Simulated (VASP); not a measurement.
# TiN (Osbornite) (Fm-3m) in VASP: further runs

Runs on TiN (Osbornite). Level: r2SCAN. Tasks: single point.

Program: VASP 6.6.1. These are calculated values, not measurements. Logs are shortened: lines on timing, memory, paths and dates and some standing lists are left out, and cuts for length are marked.

## Step 1: The cell of the first run

The structure is cubic, space group Fm-3m (No. 225). The conventional cell has a = 4.147 Å, b = 4.147 Å, c = 4.147 Å, α = 90.00°, β = 90.00°, γ = 90.00°. Ti (site symmetry m-3m) has 6 N at 2.07 Å within 2.7 Å. Within 2.7 Å of N (site symmetry m-3m) lie 6 Ti at 2.07 Å.

## Step 2: Single point, r2SCAN

Contents of POSCAR:

```
TiN
1.0
    0.0000000000      2.0736893500      2.0736893500
    2.0736893500      0.0000000000      2.0736893500
    2.0736893500      2.0736893500      0.0000000000
Ti N
1 1
Direct
    0.0000000000      0.0000000000      0.0000000000
    0.5000000000      0.5000000000      0.5000000000
```

Contents of INCAR.step1:

```
SYSTEM = TiN
PREC     = Accurate       ! precision mode
ENCUT    = 520            ! plane-wave cutoff, eV
ISMEAR   = -1             ! smearing method
SIGMA    = 0.1            ! smearing width, eV
LREAL    = .False.        ! projectors in reciprocal space
LASPH    = .True.         ! aspherical terms in the spheres
NELM     = 100            ! most SCF steps
NBANDS   = 16             ! bands
GGA      = PE             ! functional
ALGO     = Normal         ! electronic algorithm
EDIFF    = 1E-4           ! SCF threshold, eV
LWAVE    = .True.         ! write WAVECAR
LCHARG   = .False.        ! write CHGCAR
```

Contents of INCAR.step2:

```
SYSTEM = TiN
PREC     = Accurate       ! precision mode
ENCUT    = 520            ! plane-wave cutoff, eV
EDIFF    = 1E-6           ! SCF threshold, eV
ISMEAR   = -1             ! smearing method
SIGMA    = 0.1            ! smearing width, eV
LREAL    = .False.        ! projectors in reciprocal space
LASPH    = .True.         ! aspherical terms in the spheres
NELM     = 100            ! most SCF steps
ALGO     = Normal         ! electronic algorithm
ISIF     = 2              ! what is computed and relaxed
LWAVE    = .False.        ! write WAVECAR
LCHARG   = .False.        ! write CHGCAR
METAGGA  = R2SCAN         ! meta-GGA
LMIXTAU  = .True.       
NBANDS   = 16             ! bands
ISTART   = 1
```

Contents of KPOINTS:

```
regular mesh
0
Gamma
  14 14 14
  0 0 0
```

Potentials or basis: VASP PAW PBE potentials, release 64 (Ti_sv, N).

Command:

```sh
> cat potpaw_PBE.64/Ti_sv/POTCAR potpaw_PBE.64/N/POTCAR > POTCAR
> cp INCAR.step1 INCAR
> mpirun -np 1 vasp_std > vasp.out
> cp INCAR.step2 INCAR
> mpirun -np 1 vasp_std > vasp.out
```

OUTCAR:

```text
SYSTEM = TiN
   PREC = Accurate
   ENCUT = 520
   EDIFF = 1E-6
   ISMEAR = -1
   LREAL = .False.
   LASPH = .True.
   NELM = 100
   ISIF = 2
   METAGGA = R2SCAN
   ISTART = 1

 ion  position               nearest neighbor table
   1  0.000  0.000  0.000-   2 2.07   2 2.07   2 2.07   2 2.07   2 2.07   2 2.07
   2  0.500  0.500  0.500-   1 2.07   1 2.07   1 2.07   1 2.07   1 2.07   1 2.07

  LATTYP: Found a face centered cubic cell.
 ALAT       =     4.1473787000

  Lattice vectors:

 A1 = (   0.0000000000,   2.0736893500,   2.0736893500)
 A2 = (   2.0736893500,   0.0000000000,   2.0736893500)
 A3 = (   2.0736893500,   2.0736893500,   0.0000000000)

Analysis of symmetry for initial positions (statically):
=====================================================================
 Subroutine PRICEL returns:
 Original cell was already a primitive cell.

 Routine SETGRP: Setting up the symmetry group for a
 face centered cubic supercell.

 Subroutine GETGRP returns: Found 48 space group operations
 (whereof 48 operations were pure point group operations)
 out of a pool of 48 trial point group operations.

The static configuration has the point symmetry O_h .

Analysis of symmetry for dynamics (positions and initial velocities):
=====================================================================
 Subroutine PRICEL returns:
 Original cell was already a primitive cell.

 Routine SETGRP: Setting up the symmetry group for a
 face centered cubic supercell.

 Subroutine GETGRP returns: Found 48 space group operations
 (whereof 48 operations were pure point group operations)
 out of a pool of 48 trial point group operations.

The dynamic configuration has the point symmetry O_h .

 Subroutine INISYM returns: Found 48 space group operations
 (whereof 48 operations are pure point group operations),
 and found     1 'primitive' translations

----------------------------------------------------------------------------------------

                                     Primitive cell

  volume of cell :      17.8345

  direct lattice vectors                    reciprocal lattice vectors
     0.000000000  2.073689350  2.073689350    -0.241116154  0.241116154  0.241116154
     2.073689350  0.000000000  2.073689350     0.241116154 -0.241116154  0.241116154
     2.073689350  2.073689350  0.000000000     0.241116154  0.241116154 -0.241116154

  length of vectors
     2.932639603  2.932639603  2.932639603     0.417625429  0.417625429  0.417625429

  position of ions in fractional coordinates (direct lattice)
[... 74 lines left out ...]
   LNONCOLLINEAR =      F non collinear calculations
   LSORBIT =      F    spin-orbit coupling
   LASPH  =      T    aspherical Exc in radial PAW
   ENCUT  =  520.0 eV  38.22 Ry    6.18 a.u.   5.45  5.45  5.45*2*pi/ulx,y,z
   NELM   =    100;   NELMIN=  2; NELMDL=  0     # of ELM steps
   EDIFF  = 0.1E-05   stopping-criterion for ELM
   LREAL  =      F    real-space projection
   EDIFFG = 0.1E-04   stopping-criterion for IOM
   NSW    =      0    number of steps for IOM
   IBRION =     -1    ionic relax: 0-MD 1-quasi-New 2-CG
   NFREE  =      0    steps in history (QN), initial steepest desc. (CG)
   ISIF   =      2    stress and relaxation
   ISYM   =      2    0-nonsym 1-usesym 2-fastsym
   POTIM  = 0.5000    time-step for ionic-motion
   TEBEG  =    0.0;   TEEND  =   0.0 temperature during run
   PSTRESS=    0.0 pullay stress
   NELECT =      17.0000    total number of electrons
   NUPDOWN=      -1.0000    fix difference up-down
   EMIN   =  10.00;   EMAX   =-10.00  energy-range for DOS
   EFERMI =   0.00;   METHOD = LEGACY
   ISMEAR =    -1;   SIGMA  =   0.10  broadening in eV -4-tet -1-fermi 0-gaus
   EFERMI_NEDOS =   21; number of points for ismear=-14 and -15
   IALGO  =     38    algorithm
   IMIX   =      4    mixing-type and parameters
     AMIX     =   0.40;   BMIX     =  1.00
     AMIX_MAG =   1.60;   BMIX_MAG =  1.00
  volume/ion in A,a.u.               =       8.92        60.18
  Fermi-wavevector in a.u.,A,eV,Ry     =   1.611155  3.044642 35.318300  2.595822
  Thomas-Fermi vector in A             =   2.706591
   LORBIT       =      0    0 simple, 1 ext, 2 COOP (PROOUT), +10 PAW based schemes
   METAGGA = R2SCAN    functional components
   LHFCALC =     F    Hartree Fock is set to
   AEXX    =    0.0000 exact exchange contribution
   IVDW    =     0    specifies the selected vdW correction
   LEPSILON=     F    determine dielectric tensor
   LRPA    =     F    only Hartree local field effects (RPA)
 non-spin polarized calculation
  energy-cutoff  :      520.00
  volume of cell :       17.83
 maximum number of plane-waves:       531
 NGX is ok and might be reduce to    24
   NGX = 11   NGY = 11   NGZ = 11

 number of electron      17.0000000 magnetization

 Free energy of the ion-electron system (eV)
  ---------------------------------------------------
  ext. energy  EPLUGINS =         0.00000000
  ---------------------------------------------------
  free energy    TOTEN  =       -25.94418024 eV

  energy without entropy =      -25.91792401  energy(sigma->0) =      -25.93105212

 E-fermi :  12.6050     XC(G=0): -14.2983

 val. band max:       12.5929744049   @ k =   0.3571   0.1429   0.0714
 cond. band min:      12.6085876311   @ k =   0.2857   0.0714   0.0000
 fundamental gap:      0.0156132263
 Fermi energy:        12.6049580945

 k-point     1 :       0.0000    0.0000    0.0000
  band No.  band energies     occupation
      1     -47.6643      2.00000
      2     -22.5465      2.00000
      3     -22.5464      2.00000
      4     -22.5464      2.00000
      5      -6.0857      2.00000
      6      10.1175      2.00000
[... 433 lines left out ...]
      3     -22.6391      2.00000
      4     -22.6243      2.00000
      5      -4.8251      2.00000
      6       5.9095      2.00000
[... 8 lines left out ...]
     15      26.9647      0.00000
     16      30.9677      0.00000

 [... further k-points ...]
[... 5 lines left out ...]
  --------------------------------------------------------------------------------------
  -------------------------------------------------------------------------------------
  Total        2.4989093      2.4989093      2.4989093      0.0000000      0.0000000      0.0000000
  in kB      224.4915449    224.4915449    224.4915449      0.0000000      0.0000000      0.0000000
  external PRESSURE =     224.4915449 kB  Pullay stress =       0.0000000 kB

 VOLUME and BASIS-vectors are now :
 -----------------------------------------------------------------------------
  energy-cutoff  :      520.00
  volume of cell :       17.83
      direct lattice vectors                 reciprocal lattice vectors
     0.000000000  2.073689350  2.073689350    -0.241116154  0.241116154  0.241116154
     2.073689350  0.000000000  2.073689350     0.241116154 -0.241116154  0.241116154
     2.073689350  2.073689350  0.000000000     0.241116154  0.241116154 -0.241116154

 POSITION                                       TOTAL-FORCE (eV/Angst)
 -----------------------------------------------------------------------------------
      0.00000      0.00000      0.00000         0.000000      0.000000      0.000000
      2.07369      2.07369      2.07369        -0.000000      0.000000     -0.000000
 -----------------------------------------------------------------------------------
    total drift:                                0.000000     -0.000000     -0.000000

  FREE ENERGIE OF THE ION-ELECTRON SYSTEM (eV)
  ---------------------------------------------------
  free  energy   TOTEN  =       -25.9441802376 eV

  energy  without entropy=      -25.9179240056  energy(sigma->0) =      -25.93105212
```

OUTCAR.step1:

```text
SYSTEM = TiN
   PREC = Accurate
   ENCUT = 520
   ISMEAR = -1
   LREAL = .False.
   LASPH = .True.
[... 677 lines left out ...]
      0.00000      0.00000      0.00000         0.000000      0.000000      0.000000
      2.07369      2.07369      2.07369         0.000000      0.000000      0.000000
 -----------------------------------------------------------------------------------
    total drift:                                0.000000     -0.000000     -0.000000

  FREE ENERGIE OF THE ION-ELECTRON SYSTEM (eV)
  ---------------------------------------------------
  free  energy   TOTEN  =       -19.5548756181 eV

  energy  without entropy=      -19.5275896095  energy(sigma->0) =      -19.54123261
```

Wall time 53 s (1 thread of Intel Xeon 6975P-C (Granite Rapids), shared host); peak memory 0.16 GiB.

What came out:

```
Free energy : -25.9442 eV
Pressure    : 22.4 GPa
```

Caveat: the PAW data sets were made with another functional, which shifts forces and pressure a little.

## Step 3: Single point, r2SCAN

This run uses another cell than the first one, of 9.11 Å³/atom, 1.021 times its volume.

Contents of POSCAR:

```
TiN
1.0
    0.0000000000      2.0882932800      2.0882932800
    2.0882932800      0.0000000000      2.0882932800
    2.0882932800      2.0882932800      0.0000000000
Ti N
1 1
Direct
    0.0000000000      0.0000000000      0.0000000000
    0.5000000000      0.5000000000      0.5000000000
```

Contents of INCAR.step1:

```
PREC = Accurate ; ENCUT = 520
ISMEAR = -1 ; SIGMA = 0.1
LREAL = F ; LASPH = T
NELM = 60 ; NBANDS = 16
GGA = PE ; ALGO = Normal
EDIFF = 1E-4 ; LWAVE = T
LCHARG = F
```

Contents of INCAR.step2:

```
PREC = Accurate ; ENCUT = 520
EDIFF = 1E-6 ; ISMEAR = -1
SIGMA = 0.1 ; LREAL = F
LASPH = T ; NELM = 60
ALGO = Normal ; ISIF = 2
LWAVE = F ; LCHARG = T
METAGGA = R2SCAN ; LMIXTAU = T
LELF = T ; LVHAR = T
NBANDS = 16 ; ISTART = 1
```

Contents of KPOINTS:

```
Automatic mesh
0
Gamma
  14 14 14
```

Potentials or basis: VASP PAW PBE potentials, release 64 (Ti_sv, N).

Command:

```sh
> cat potpaw_PBE.64/Ti_sv/POTCAR potpaw_PBE.64/N/POTCAR > POTCAR
> cp INCAR.step1 INCAR
> mpirun -np 1 vasp_std > vasp.out
> cp INCAR.step2 INCAR
> mpirun -np 1 vasp_std > vasp.out
```

OUTCAR:

```text
PREC = Accurate
   ENCUT = 520
   EDIFF = 1E-6
   ISMEAR = -1
   LREAL = F
   LASPH = T
   NELM = 60
   ISIF = 2
   METAGGA = R2SCAN
   ISTART = 1

 ion  position               nearest neighbor table
   1  0.000  0.000  0.000-   2 2.09   2 2.09   2 2.09   2 2.09   2 2.09   2 2.09
   2  0.500  0.500  0.500-   1 2.09   1 2.09   1 2.09   1 2.09   1 2.09   1 2.09

  LATTYP: Found a face centered cubic cell.
 ALAT       =     4.1765865600

  Lattice vectors:

 A1 = (   0.0000000000,   2.0882932800,   2.0882932800)
 A2 = (   2.0882932800,   0.0000000000,   2.0882932800)
 A3 = (   2.0882932800,   2.0882932800,   0.0000000000)

Analysis of symmetry for initial positions (statically):
=====================================================================
 Subroutine PRICEL returns:
 Original cell was already a primitive cell.

 Routine SETGRP: Setting up the symmetry group for a
 face centered cubic supercell.

 Subroutine GETGRP returns: Found 48 space group operations
 (whereof 48 operations were pure point group operations)
 out of a pool of 48 trial point group operations.

The static configuration has the point symmetry O_h .

Analysis of symmetry for dynamics (positions and initial velocities):
=====================================================================
 Subroutine PRICEL returns:
 Original cell was already a primitive cell.

 Routine SETGRP: Setting up the symmetry group for a
 face centered cubic supercell.

 Subroutine GETGRP returns: Found 48 space group operations
 (whereof 48 operations were pure point group operations)
 out of a pool of 48 trial point group operations.

The dynamic configuration has the point symmetry O_h .

 Subroutine INISYM returns: Found 48 space group operations
 (whereof 48 operations are pure point group operations),
 and found     1 'primitive' translations

[... 105 lines left out ...]
   NELECT =      17.0000    total number of electrons
   NUPDOWN=      -1.0000    fix difference up-down
   EMIN   =  10.00;   EMAX   =-10.00  energy-range for DOS
   EFERMI =   0.00;   METHOD = LEGACY
   ISMEAR =    -1;   SIGMA  =   0.10  broadening in eV -4-tet -1-fermi 0-gaus
   EFERMI_NEDOS =   21; number of points for ismear=-14 and -15
   IALGO  =     38    algorithm
   IMIX   =      4    mixing-type and parameters
     AMIX     =   0.40;   BMIX     =  1.00
     AMIX_MAG =   1.60;   BMIX_MAG =  1.00
  volume/ion in A,a.u.               =       9.11        61.46
  Fermi-wavevector in a.u.,A,eV,Ry     =   1.599888  3.023350 34.826049  2.559642
  Thomas-Fermi vector in A             =   2.697110
   LORBIT       =      0    0 simple, 1 ext, 2 COOP (PROOUT), +10 PAW based schemes
   METAGGA = R2SCAN    functional components
   LHFCALC =     F    Hartree Fock is set to
   AEXX    =    0.0000 exact exchange contribution
   IVDW    =     0    specifies the selected vdW correction
   LEPSILON=     F    determine dielectric tensor
   LRPA    =     F    only Hartree local field effects (RPA)
 non-spin polarized calculation
  energy-cutoff  :      520.00
  volume of cell :       18.21
 maximum number of plane-waves:       531
 NGX is ok and might be reduce to    24
   NGX = 11   NGY = 11   NGZ = 11

 number of electron      16.9999997 magnetization

 Free energy of the ion-electron system (eV)
  ---------------------------------------------------
  ext. energy  EPLUGINS =         0.00000000
  ---------------------------------------------------
  free energy    TOTEN  =       -25.98864778 eV

  energy without entropy =      -25.96167974  energy(sigma->0) =      -25.97516376

 E-fermi :  12.3042     XC(G=0): -14.1655

 val. band max:       12.2940492194   @ k =   0.3571   0.1429   0.0714
 cond. band min:      12.3088097297   @ k =   0.2857   0.0714   0.0000
 fundamental gap:      0.0147605103
 Fermi energy:        12.3042052715

 k-point     1 :       0.0000    0.0000    0.0000
  band No.  band energies     occupation
      1     -47.9956      2.00000
      2     -22.8967      2.00000
      3     -22.8966      2.00000
      4     -22.8966      2.00000
      5      -6.2533      2.00000
      6       9.8481      2.00000
[... 433 lines left out ...]
      3     -22.9829      2.00000
      4     -22.9693      2.00000
      5      -5.0344      2.00000
      6       5.7188      2.00000
[... 8 lines left out ...]
     15      26.4701      0.00000
     16      30.3645      0.00000

 [... further k-points ...]
[... 5 lines left out ...]
  --------------------------------------------------------------------------------------
  -------------------------------------------------------------------------------------
  Total        1.6698604      1.6698604      1.6698604      0.0000000     -0.0000000     -0.0000000
  in kB      146.8879895    146.8879895    146.8879895      0.0000000     -0.0000000     -0.0000000
  external PRESSURE =     146.8879895 kB  Pullay stress =       0.0000000 kB

 VOLUME and BASIS-vectors are now :
 -----------------------------------------------------------------------------
  energy-cutoff  :      520.00
  volume of cell :       18.21
      direct lattice vectors                 reciprocal lattice vectors
     0.000000000  2.088293280  2.088293280    -0.239429971  0.239429971  0.239429971
     2.088293280  0.000000000  2.088293280     0.239429971 -0.239429971  0.239429971
     2.088293280  2.088293280  0.000000000     0.239429971  0.239429971 -0.239429971

 POSITION                                       TOTAL-FORCE (eV/Angst)
 -----------------------------------------------------------------------------------
      0.00000      0.00000      0.00000        -0.000000     -0.000000      0.000000
      2.08829      2.08829      2.08829         0.000000      0.000000      0.000000
 -----------------------------------------------------------------------------------
    total drift:                                0.000000     -0.000000     -0.000000

  FREE ENERGIE OF THE ION-ELECTRON SYSTEM (eV)
  ---------------------------------------------------
  free  energy   TOTEN  =       -25.9886477822 eV

  energy  without entropy=      -25.9616797440  energy(sigma->0) =      -25.97516376
```

OUTCAR.step1:

```text
PREC = Accurate
   ENCUT = 520
   ISMEAR = -1
   LREAL = F
   LASPH = T
   NELM = 60
[... 675 lines left out ...]
 -----------------------------------------------------------------------------------
      0.00000      0.00000      0.00000        -0.000000      0.000000      0.000000
      2.08829      2.08829      2.08829         0.000000     -0.000000     -0.000000
 -----------------------------------------------------------------------------------
    total drift:                                0.000000     -0.000000     -0.000000

  FREE ENERGIE OF THE ION-ELECTRON SYSTEM (eV)
  ---------------------------------------------------
  free  energy   TOTEN  =       -19.6020966487 eV

  energy  without entropy=      -19.5740944573  energy(sigma->0) =      -19.58809555
```

OSZICAR.step1:

```text
N       E                     dE             d eps       ncg     rms          rms(c)
DAV:   1     0.132100277187E+03    0.13210E+03   -0.82549E+03  3344   0.128E+03
DAV:   2    -0.170942814087E+02   -0.14919E+03   -0.14007E+03  3600   0.350E+02
DAV:   3    -0.245357619885E+02   -0.74415E+01   -0.73717E+01  4272   0.810E+01
DAV:   4    -0.247065462922E+02   -0.17078E+00   -0.17064E+00  3992   0.116E+01
DAV:   5    -0.247100535337E+02   -0.35072E-02   -0.35072E-02  4008   0.150E+00    0.193E+01
DAV:   6    -0.199190989631E+02    0.47910E+01   -0.12513E+01  4360   0.544E+01    0.696E+00
DAV:   7    -0.196308996371E+02    0.28820E+00   -0.14937E+00  3896   0.155E+01    0.537E+00
DAV:   8    -0.197920123487E+02   -0.16111E+00   -0.83540E-01  4752   0.137E+01    0.574E+00
DAV:   9    -0.196103741900E+02    0.18164E+00   -0.24591E-01  3920   0.787E+00    0.155E+00
DAV:  10    -0.196044685545E+02    0.59056E-02   -0.29894E-02  4112   0.201E+00    0.340E-01
DAV:  11    -0.196020727198E+02    0.23958E-02   -0.42565E-03  4504   0.709E-01    0.141E-01
DAV:  12    -0.196020966487E+02   -0.23929E-04   -0.39912E-04  3456   0.208E-01
   1 F= -.19602097E+02 E0= -.19588096E+02  d E =-.280022E-01
```

Wall time 52 s (1 thread of Intel Xeon 6975P-C (Granite Rapids), shared host); peak memory 0.16 GiB.

What came out:

```yaml
Free_energy: -25.9886 eV
Pressure: 14.7 GPa
```

Levels at points of the mesh, in eV from the Fermi level:
| k point | band 6 | band 7 | band 8 | band 9 | band 10 | band 11 | band 12 | band 13 |
| --- | --- | --- | --- | --- | --- | --- | --- | --- |
| (0.00, 0.00, 0.00) | -2.46 | -2.46 | -2.46 | -0.66 | -0.66 | -0.66 | 0.62 | 0.62 |
| (0.50, 0.00, 0.00) | -8.82 | -6.18 | -6.18 | 1.87 | 1.87 | 2.62 | 6.31 | 6.31 |
| (0.50, 0.50, 0.00) | -6.39 | -3.70 | -3.70 | -3.31 | 1.78 | 2.62 | 2.62 | 4.05 |

Caveat: the PAW data sets were made with another functional, which shifts forces and pressure a little.

(Continued in part 2 of 2.)
